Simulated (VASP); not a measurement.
# AlN (Fm-3m) in VASP: further runs

AlN is run at these levels: PBEsol-based global hybrid, PBEsol-based screened hybrid, PBE0, HSE06; tasks: single point.

All numbers are computed with VASP 6.6.1; they aren't measurements. Logs are shortened: lines on timing, memory, paths and dates and some standing lists are left out, and cuts for length are marked.

**1. The cell of the first run**

The structure is cubic, space group Fm-3m (No. 225). The conventional cell has a = 4.014 Å, b = 4.014 Å, c = 4.014 Å, α = 90.00°, β = 90.00°, γ = 90.00°. Al (site symmetry m-3m) has 6 N at 2.01 Å within 2.7 Å. N (site symmetry m-3m) has 6 Al at 2.01 Å within 2.7 Å.

**2. Single point, PBEsol-based global hybrid**

Contents of POSCAR:

```
AlN
1.0
    0.0000000000      2.0068216327      2.0068216327
    2.0068216327      0.0000000000      2.0068216327
    2.0068216327      2.0068216327      0.0000000000
Al N
1 1
Direct
    0.5000000000      0.5000000000      0.5000000000
    0.0000000000      0.0000000000      0.0000000000
```

Contents of INCAR.step1:

```
  PREC = Accurate
  ENCUT = 520
  EDIFF = 1E-5
  ISMEAR = -1
  SIGMA = 0.05
  LREAL = False
  LASPH = True
  NELM = 100
  ALGO = Normal
  ISIF = 2
  LWAVE = True
  LCHARG = False
  NBANDS = 11
  GGA = PE
```

Contents of INCAR.step2:

```
  PREC = Accurate
  ENCUT = 520
  EDIFF = 1E-7
  ISMEAR = -1
  SIGMA = 0.05
  LREAL = False
  LASPH = True
  NELM = 100
  ALGO = Normal
  ISIF = 2
  LWAVE = False
  LCHARG = False
  GGA = PS
  LHFCALC = True
  AEXX = 0.25
  PRECFOCK = Normal
  NBANDS = 11
  ISTART = 1
```

Contents of KPOINTS:

```
regular mesh
0
Gamma
  6 6 6
```

Potentials or basis: VASP PAW PBE potentials, release 64 (Al, N).

Started as:

```console
cat potpaw_PBE.64/Al/POTCAR potpaw_PBE.64/N/POTCAR > POTCAR
cp INCAR.step1 INCAR
mpirun -np 1 vasp_std > vasp.out
cp INCAR.step2 INCAR
mpirun -np 1 vasp_std > vasp.out
```

OUTCAR:

```text
PREC = Accurate
   ENCUT = 520
   EDIFF = 1E-7
   ISMEAR = -1
   LREAL = False
   LASPH = True
   NELM = 100
   ISIF = 2
   GGA = PS
   LHFCALC = True
   AEXX = 0.25
   PRECFOCK = Normal
   ISTART = 1

 ion  position               nearest neighbor table
   1  0.500  0.500  0.500-   2 2.01   2 2.01   2 2.01   2 2.01   2 2.01   2 2.01
   2  0.000  0.000  0.000-   1 2.01   1 2.01   1 2.01   1 2.01   1 2.01   1 2.01

  LATTYP: Found a face centered cubic cell.
 ALAT       =     4.0136432654

  Lattice vectors:

 A1 = (   0.0000000000,   2.0068216327,   2.0068216327)
 A2 = (   2.0068216327,   0.0000000000,   2.0068216327)
 A3 = (   2.0068216327,   2.0068216327,   0.0000000000)

Analysis of symmetry for initial positions (statically):
=====================================================================
 Subroutine PRICEL returns:
 Original cell was already a primitive cell.

 Routine SETGRP: Setting up the symmetry group for a
 face centered cubic supercell.

 Subroutine GETGRP returns: Found 48 space group operations
 (whereof 48 operations were pure point group operations)
 out of a pool of 48 trial point group operations.

The static configuration has the point symmetry O_h .

Analysis of symmetry for dynamics (positions and initial velocities):
=====================================================================
 Subroutine PRICEL returns:
 Original cell was already a primitive cell.

 Routine SETGRP: Setting up the symmetry group for a
 face centered cubic supercell.

 Subroutine GETGRP returns: Found 48 space group operations
 (whereof 48 operations were pure point group operations)
 out of a pool of 48 trial point group operations.

The dynamic configuration has the point symmetry O_h .

 Subroutine INISYM returns: Found 48 space group operations
 (whereof 48 operations are pure point group operations),
 and found     1 'primitive' translations

----------------------------------------------------------------------------------------

                                     Primitive cell

  volume of cell :      16.1643

  direct lattice vectors                    reciprocal lattice vectors
     0.000000000  2.006821633  2.006821633    -0.249150194  0.249150194  0.249150194
     2.006821633  0.000000000  2.006821633     0.249150194 -0.249150194  0.249150194
     2.006821633  2.006821633  0.000000000     0.249150194  0.249150194 -0.249150194

  length of vectors
     2.838074370  2.838074370  2.838074370     0.431540795  0.431540795  0.431540795

  position of ions in fractional coordinates (direct lattice)
     0.500000000  0.500000000  0.500000000
     0.000000000  0.000000000  0.000000000

  ion indices of the primitive-cell ions
   primitive index   ion index
                 1           1
                 2           2

----------------------------------------------------------------------------------------

 KPOINTS: regular mesh

Automatic generation of k-mesh.
 Grid dimensions read from file:
 generate k-points for:    6    6    6

 Generating k-lattice:

  Cartesian coordinates                     Fractional coordinates (reciprocal lattice)
    -0.041525032  0.041525032  0.041525032     0.166666667  0.000000000  0.000000000
     0.041525032 -0.041525032  0.041525032     0.000000000  0.166666667  0.000000000
     0.041525032  0.041525032 -0.041525032     0.000000000  0.000000000  0.166666667

  Length of vectors
     0.071923466  0.071923466  0.071923466

  Shift w.r.t. Gamma in fractional coordinates (k-lattice)
     0.000000000  0.000000000  0.000000000

 Subroutine IBZKPT returns following result:
 ===========================================

 Found     16 irreducible k-points:

 Following reciprocal coordinates:
            Coordinates               Weight
  0.000000  0.000000  0.000000      1.000000
  0.166667  0.000000  0.000000      8.000000
  0.333333  0.000000  0.000000      8.000000
  0.500000  0.000000  0.000000      4.000000
  0.166667  0.166667  0.000000      6.000000
  0.333333  0.166667  0.000000     24.000000
[... 8 lines left out ...]
 -0.333333  0.333333  0.166667     24.000000
 -0.333333  0.500000  0.166667     12.000000
   k-points           NKPTS =     16   k-points in BZ     NKDIM =    216   number of bands    NBANDS=     11
   number of dos      NEDOS =    301   number of ions     NIONS =      2
   total plane-waves  NPLWV =  13824
   dimension x,y,z NGX =    24 NGY =   24 NGZ =   24
   dimension x,y,z NGXF=    48 NGYF=   48 NGZF=   48
   ions per type =               1   1
   NGX,Y,Z   is equivalent  to a cutoff of  14.06, 14.06, 14.06 a.u.
   NGXF,Y,Z  is equivalent  to a cutoff of  28.12, 28.12, 28.12 a.u.
 SYSTEM =  unknown system
   PREC   = accura    normal or accurate (medium, high low for compatibility)
   ISTART =      1    job   : 0-new  1-cont  2-samecut
   ICHARG =      0    charge: 1-file 2-atom 10-const
   ISPIN  =      1    spin polarized calculation?
   LNONCOLLINEAR =      F non collinear calculations
   LSORBIT =      F    spin-orbit coupling
   LASPH  =      T    aspherical Exc in radial PAW
   ENCUT  =  520.0 eV  38.22 Ry    6.18 a.u.   5.28  5.28  5.28*2*pi/ulx,y,z
   NELM   =    100;   NELMIN=  2; NELMDL=  0     # of ELM steps
   EDIFF  = 0.1E-06   stopping-criterion for ELM
   LREAL  =      F    real-space projection
   EDIFFG = 0.1E-05   stopping-criterion for IOM
   NSW    =      0    number of steps for IOM
   IBRION =     -1    ionic relax: 0-MD 1-quasi-New 2-CG
   NFREE  =      0    steps in history (QN), initial steepest desc. (CG)
   ISIF   =      2    stress and relaxation
   ISYM   =      3    0-nonsym 1-usesym 2-fastsym
   POTIM  = 0.5000    time-step for ionic-motion
   TEBEG  =    0.0;   TEEND  =   0.0 temperature during run
   PSTRESS=    0.0 pullay stress
   NELECT =       8.0000    total number of electrons
   NUPDOWN=      -1.0000    fix difference up-down
   EMIN   =  10.00;   EMAX   =-10.00  energy-range for DOS
   EFERMI =   0.00;   METHOD = LEGACY
   ISMEAR =    -1;   SIGMA  =   0.05  broadening in eV -4-tet -1-fermi 0-gaus
   EFERMI_NEDOS =   21; number of points for ismear=-14 and -15
   IALGO  =     38    algorithm
   IMIX   =      1    mixing-type and parameters
     AMIX     =   0.40;   BMIX     =  1.00
     AMIX_MAG =   1.60;   BMIX_MAG =  1.00
  volume/ion in A,a.u.               =       8.08        54.54
  Fermi-wavevector in a.u.,A,eV,Ry     =   1.294949  2.447099 22.815519  1.676893
  Thomas-Fermi vector in A             =   2.426500
   LORBIT       =      0    0 simple, 1 ext, 2 COOP (PROOUT), +10 PAW based schemes
   GGA     = PS    functional components
   LHFCALC =     T    Hartree Fock is set to
   PRECFOCK=normal    Normal, Fast or Accurate (Low or Medium for compatibility)
   ENCUT4O =  -1.0   cutoff for four orbital integrals eV
   NKREDX  =     1    reduce k-point grid by
   NKREDY  =     1    reduce k-point grid by
   NKREDZ  =     1    reduce k-point grid by
   AEXX    =    0.2500 exact exchange contribution
   HFSCREEN=    0.0000 screening length (either q_TF or 0.3 A-1)
   HFSCREENC=   0.0000 screening length for correlation (either q_TF or 0.3 A-1)
   ENCUTFOCK=  -1.0 apply spherical cutoff to Coloumb kernel
   IVDW    =     0    specifies the selected vdW correction
   LEPSILON=     F    determine dielectric tensor
   LRPA    =     F    only Hartree local field effects (RPA)
 non-spin polarized calculation
  energy-cutoff  :      520.00
  volume of cell :       16.16
 maximum number of plane-waves:       444
 NGX is ok and might be reduce to    24
  NGX = 16; NGY = 16; NGZ = 16

 number of electron       7.9999999 magnetization

 Free energy of the ion-electron system (eV)
  ---------------------------------------------------
  ext. energy  EPLUGINS =         0.00000000
  ---------------------------------------------------
  free energy    TOTEN  =       -18.71346071 eV

  energy without entropy =      -18.71346071  energy(sigma->0) =      -18.71346071

 E-fermi :   9.9354     XC(G=0):  -9.8488

 val. band max:        8.9312036209   @ k =   0.0000   0.0000   0.0000
 cond. band min:      15.8732779894   @ k =   0.5000   0.5000   0.0000
 fundamental gap:      6.9420743685
 Fermi energy:         9.9353889952

 k-point     1 :       0.0000    0.0000    0.0000
  band No.  band energies     occupation
      1     -10.5213      2.00000
      2       8.9312      2.00000
      3       8.9312      2.00000
      4       8.9312      2.00000
      5      17.2559      0.00000
      6      23.5081      0.00000
      7      23.5081      0.00000
      8      23.5081      0.00000
      9      28.7257      0.00000
     10      29.5444      0.00000
     11      29.5444      0.00000

 k-point     2 :       0.1667    0.0000    0.0000
  band No.  band energies     occupation
      1      -9.9014      2.00000
      2       6.3188      2.00000
      3       8.5819      2.00000
      4       8.5820      2.00000
      5      18.3885      0.00000
      6      22.1599      0.00000
      7      24.1402      0.00000
      8      24.1402      0.00000
      9      27.2825      0.00000
     10      27.2825      0.00000
     11      29.8639      0.00000

 k-point     3 :       0.3333    0.0000    0.0000
  band No.  band energies     occupation
      1      -8.2443      2.00000
      2       2.0430      2.00000
      3       7.9790      2.00000
      4       7.9790      2.00000
      5      17.7910      0.00000
      6      23.1167      0.00000
      7      23.1167      0.00000
      8      24.1261      0.00000
      9      28.4382      0.00000
     10      29.6697      0.00000
     11      29.6697      0.00000
[... 155 lines left out ...]
 k-point    15 :      -0.3333    0.3333    0.1667
  band No.  band energies     occupation
      1      -6.0288      2.00000
      2       1.3805      2.00000
      3       3.6571      2.00000
      4       5.9455      2.00000
      5      19.6229      0.00000
      6      20.8017      0.00000
      7      23.3286      0.00000
      8      24.9231      0.00000
      9      29.9820      0.00000
     10      31.3364      0.00000
     11      37.0005      0.00000

 k-point    16 :      -0.3333    0.5000    0.1667
  band No.  band energies     occupation
      1      -5.6869      2.00000
      2       1.5364      2.00000
      3       3.8752      2.00000
      4       4.9001      2.00000
      5      18.3765      0.00000
      6      19.5049      0.00000
      7      24.5030      0.00000
      8      25.5368      0.00000
      9      30.2565      0.00000
     10      33.7141      0.00000
     11      37.2823      0.00000

------------------------ aborting loop because EDIFF is reached ----------------------------------------

  FORCE on cell =-STRESS in cart. coord.  units (eV):
  Direction    XX          YY          ZZ          XY          YZ          ZX
  --------------------------------------------------------------------------------------
  -------------------------------------------------------------------------------------
  Total        0.0270266      0.0270266      0.0270266      0.0000000      0.0000000      0.0000000
  in kB        2.6788379      2.6788379      2.6788379      0.0000000      0.0000000      0.0000000
  external PRESSURE =       2.6788379 kB  Pullay stress =       0.0000000 kB

 VOLUME and BASIS-vectors are now :
 -----------------------------------------------------------------------------
  energy-cutoff  :      520.00
  volume of cell :       16.16
      direct lattice vectors                 reciprocal lattice vectors
     0.000000000  2.006821633  2.006821633    -0.249150194  0.249150194  0.249150194
     2.006821633  0.000000000  2.006821633     0.249150194 -0.249150194  0.249150194
     2.006821633  2.006821633  0.000000000     0.249150194  0.249150194 -0.249150194

 POSITION                                       TOTAL-FORCE (eV/Angst)
 -----------------------------------------------------------------------------------
      2.00682      2.00682      2.00682        -0.000000      0.000000     -0.000000
      0.00000      0.00000      0.00000         0.000000     -0.000000      0.000000
 -----------------------------------------------------------------------------------
    total drift:                                0.000000      0.000000      0.000000

  FREE ENERGIE OF THE ION-ELECTRON SYSTEM (eV)
  ---------------------------------------------------
  free  energy   TOTEN  =       -18.7134607136 eV

  energy  without entropy=      -18.7134607135  energy(sigma->0) =      -18.71346071
```

Wall time 1.9 min (1 thread of Intel Xeon Platinum 8488C (Sapphire Rapids), shared host); peak memory 0.14 GiB.

Results:

| Quantity | Value |
| --- | --- |
| Free energy | -18.7135 eV |
| Pressure | 0.3 GPa |
| Band gap on the k mesh | 6.94 eV, indirect (least direct gap 8.32 eV) |

Caveat: the k points lie up to 0.45 Å⁻¹ apart; the PAW data sets were made with another functional, which shifts forces and pressure a little.

**3. Single point, PBEsol-based screened hybrid**

Contents of POSCAR:

```
AlN
1.0
    0.0000000000      2.0070052915      2.0070052915
    2.0070052915      0.0000000000      2.0070052915
    2.0070052915      2.0070052915      0.0000000000
Al N
1 1
Direct
    0.5000000000      0.5000000000      0.5000000000
    0.0000000000      0.0000000000      0.0000000000
```

Contents of INCAR.step1:

```
ALGO = Normal
EDIFF = 1E-5
ENCUT = 520
GGA = PE
ISIF = 2
ISMEAR = -1
LASPH = T
LREAL = F
LWAVE = T
NBANDS = 11
NELM = 80
PREC = Accurate
SIGMA = 0.05
```

Contents of INCAR.step2:

```
AEXX = 0.25
ALGO = Normal
EDIFF = 1E-6
ENCUT = 520
GGA = PS
HFSCREEN = 0.207
ISIF = 2
ISMEAR = -1
ISTART = 1
LASPH = T
LCHARG = T
LELF = T
LHFCALC = T
LREAL = F
LVHAR = T
LWAVE = F
NBANDS = 11
NELM = 80
PREC = Accurate
PRECFOCK = Normal
SIGMA = 0.05
```

Contents of KPOINTS:

```
k-points
0
Gamma
  6 6 6
```

Potentials or basis: VASP PAW PBE potentials, release 64 (Al, N).

Started as:

```console
cat potpaw_PBE.64/Al/POTCAR potpaw_PBE.64/N/POTCAR > POTCAR
cp INCAR.step1 INCAR
mpirun -np 1 vasp_std > vasp.out
cp INCAR.step2 INCAR
mpirun -np 1 vasp_std > vasp.out
```

Run time: 99 s. Hardware: 1 thread of Intel Xeon Platinum 8488C (Sapphire Rapids), shared host; peak memory 0.24 GiB.

Results (log left out):

- Free energy: -17.7659 eV
- Pressure: 0.3 GPa
- Band gap on the k mesh: 6.17 eV, indirect (least direct gap 7.55 eV)

Levels at points of the mesh, in eV from the valence-band top:
```csv
k point,band 1,band 2,band 3,band 4,band 5,band 6,band 7,band 8
"(0.00, 0.00, 0.00)",-19.41,0.00,0.00,0.00,7.55,13.80,13.80,13.80
"(0.50, 0.00, 0.00)",-15.81,-9.19,-1.21,-1.21,7.64,12.72,12.72,15.83
"(0.50, 0.50, 0.00)",-14.72,-8.21,-3.13,-3.13,6.17,6.49,16.47,19.78
```

Caveat: the k points lie up to 0.45 Å⁻¹ apart; the PAW data sets were made with another functional, which shifts forces and pressure a little.

**4. Single point, PBE0**

This run uses another cell than the first one, of 8.18 Å³/atom, 1.012 times its volume.

Contents of POSCAR:

```
AlN
1.0
    0.0000000000      2.0151354948      2.0151354948
    2.0151354948      0.0000000000      2.0151354948
    2.0151354948      2.0151354948      0.0000000000
Al N
1 1
Direct
    0.5000000000      0.5000000000      0.5000000000
    0.0000000000      0.0000000000      0.0000000000
```

Contents of INCAR.step1:

```
PREC = Accurate ; ENCUT = 520
EDIFF = 1E-5 ; ISMEAR = -1
SIGMA = 0.05 ; LREAL = F
LASPH = T ; NELM = 100
ALGO = Normal ; ISIF = 2
LWAVE = T ; NBANDS = 11
GGA = PE
```

Contents of INCAR.step2:

```
PREC = Accurate ; ENCUT = 520
EDIFF = 1E-6 ; ISMEAR = -1
SIGMA = 0.05 ; LREAL = F
LASPH = T ; NELM = 100
ALGO = Normal ; ISIF = 2
LWAVE = F ; LCHARG = T
GGA = PE ; LHFCALC = T
AEXX = 0.25 ; PRECFOCK = Normal
LELF = T ; LVHAR = T
NBANDS = 11 ; ISTART = 1
```

Contents of KPOINTS:

```
regular mesh
0
Gamma
  6 6 6
```

Started as:

```console
cat potpaw_PBE.64/Al/POTCAR potpaw_PBE.64/N/POTCAR > POTCAR
cp INCAR.step1 INCAR
mpirun -np 1 vasp_std > vasp.out
cp INCAR.step2 INCAR
mpirun -np 1 vasp_std > vasp.out
```

Run time: 1.7 min. Hardware: 1 thread of Intel Xeon Platinum 8488C (Sapphire Rapids), shared host; peak memory 0.13 GiB.

It converged, with:

```
Free energy            : -18.0589 eV
Pressure               : 0.1 GPa
Band gap on the k mesh : 6.85 eV, indirect (least direct gap 8.12 eV)
```

Levels at points of the mesh, in eV from the valence-band top:
| k point | band 1 | band 2 | band 3 | band 4 | band 5 | band 6 | band 7 | band 8 | band 9 |
| --- | --- | --- | --- | --- | --- | --- | --- | --- | --- |
| (0.00, 0.00, 0.00) | -19.34 | 0.00 | 0.00 | 0.00 | 8.12 | 14.62 | 14.62 | 14.62 | 19.82 |
| (0.50, 0.00, 0.00) | -15.82 | -9.10 | -1.18 | -1.18 | 8.37 | 13.46 | 13.46 | 16.48 | 18.91 |
| (0.50, 0.50, 0.00) | -14.75 | -8.12 | -3.09 | -3.09 | 6.85 | 7.36 | 17.16 | 20.44 | 20.44 |

Caveat: the k points lie up to 0.45 Å⁻¹ apart; the PAW data sets were made with another functional, which shifts forces and pressure a little. A k mesh can miss the band edges.

(Continued in part 2 of 2.)
